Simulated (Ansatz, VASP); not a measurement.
## SnSe: VASP beside Ansatz

```xyz
2
Lattice="0.0000 3.3640 3.4558 3.3640 0.0000 3.4558 3.3640 3.3640 0.0000" Properties=species:S:1:pos:R:3 pbc="T T T"
Sn    0.0000    0.0000    0.0000
Se    1.6820    1.6820    1.7279
```

Change from the starting cell: uniaxial_z strain +2.7%.

Alike in both runs: task single point; functional HSE06; k mesh 4 × 4 × 4; occupations fermi-dirac, width 0.02 eV; no spin polarisation.

|  | VASP | Ansatz |
| --- | --- | --- |
| version | VASP 6.6.1 | Ansatz 0.2.0 |
| potentials or method | VASP PAW PBE potentials, release 64 (Sn_d, Se) | plane waves, PAW |
| plane-wave cutoff (eV) | 520 | 420 |
| valence electrons in the cell | 20 | 30 |

```csv
,VASP,Ansatz,Ansatz less VASP
pressure (GPa),-0.8,-0.8,+0.05
"traceless stress, the component that is largest in VASP (GPa)",-0.06,-0.06,+0.001
```

VASP's potentials hold 20 valence electrons a cell and Ansatz's 30, so a difference there can come from the potentials and not from the codes. Ansatz's warnings: stress exchange threshold loose, stress scf threshold loose.
